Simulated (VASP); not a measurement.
Nb: relaxation of cell and atoms with revPBE

Nb:

```
Nb
1.0
    -1.66395    1.66395    1.66395
     1.66395   -1.66395    1.66395
     1.66395    1.66395   -1.66395
Nb
1
Direct
  0.00000 0.00000 0.00000
```

* Program: VASP 6.6.1
* Task: relaxation of cell and atoms
* Functional: revPBE
* Potentials or basis: VASP PAW PBE potentials, release 64 (Nb_sv)
* Cutoff: 500 eV
* k mesh: 11 × 11 × 11
* Occupations: fermi-dirac, width 0.05 eV
* Spin: no spin polarisation
* Dipole correction: no
* Further INCAR settings: ALGO = Normal; EDIFF = 1e-07; IBRION = 2; EDIFFG = -0.01; NSW = 60; ISIF = 3

```json
{
  "Relaxed volume": "18.39 Å³/atom",
  "Relaxed cell": "a = 2.880 Å, b = 2.880 Å, c = 2.880 Å, α = 109.47°, β = 109.47°, γ = 109.47°",
  "Space group after relaxing (to 0.1 Å)": "Im-3m (No. 229)",
  "Energy gained by relaxing": "0.0 meV/atom",
  "Ionic steps": "3",
  "Pressure after relaxing": "0.0 GPa",
  "Band gap on the k mesh": "zero (an odd number of electrons rules out a gap without spin polarisation)"
}
```

Final structure:
```yaml
crystal:
  lattice:
    - [-1.66279, 1.66279, 1.66279]
    - [1.66279, -1.66279, 1.66279]
    - [1.66279, 1.66279, -1.66279]
  atoms:
    - { symbol: Nb, position: [0.00000, 0.00000, 0.00000] }
```

Levels at points of the mesh, in eV from the Fermi level:
```tsv
k point	band 4	band 5	band 6	band 7	band 8	band 9
(0.00, 0.00, 0.00)	-29.73	-5.86	0.41	0.41	0.41	3.25
```

It took 9.8 s on 1 thread of Intel(R) Xeon(R) 6975P-C (Granite Rapids), with other jobs on the host, peak memory 0.14 GiB.

Caveat: the PAW data sets were made with another functional, which shifts forces and pressure a little.
